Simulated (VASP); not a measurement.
## AlNi: single point with PBE+D3(BJ)

The system is AlNi.

```xyz
2
Lattice="2.8810 0.0000 0.0000 0.0000 2.8810 0.0000 0.0000 0.0000 2.8810" Properties=species:S:1:pos:R:3 pbc="T T T"
Al    0.0000    0.0000    0.0000
Ni    1.4405    1.4405    1.4405
```

```json
{
 "Program": "VASP 6.6.1",
 "Task": "single point",
 "Functional": "PBE",
 "Dispersion": "D3(BJ)",
 "Potentials or basis": "VASP PAW PBE potentials, release 64 (Al, Ni)",
 "Cutoff": "520 eV",
 "k mesh": "6 × 6 × 6",
 "Occupations": "gaussian, width 0.1 eV",
 "Spin": "no spin polarisation"
}
```

* Pressure: -4.0 GPa
* Dispersion energy per atom: -0.443 eV

Levels at points of the mesh, in eV from the Fermi level:
```
           k point  band 5  band 6  band 7  band 8  band 9  band 10
(0.00, 0.00, 0.00)   -1.60   -1.60    5.46    5.46    5.46     8.08
(0.50, 0.00, 0.00)   -2.30   -1.51   -0.70    8.25    9.98     9.98
(0.50, 0.50, 0.00)   -2.13   -2.13   -1.07    1.43    2.42    12.24
(0.50, 0.50, 0.50)   -1.04    1.97    1.97    1.97    3.66     4.40
```

Run time: 9.9 s on 1 thread of Intel(R) Xeon(R) Platinum 8375C CPU @ 2.90GHz (Ice Lake), on a shared host, peak memory 0.14 GiB.

Caveat: the k points lie up to 0.36 Å⁻¹ apart; pairwise dispersion overbinds metals, which lowers pressure and volume. Spin polarisation is off, so any magnetic state and its effect on volume and gap are missing.
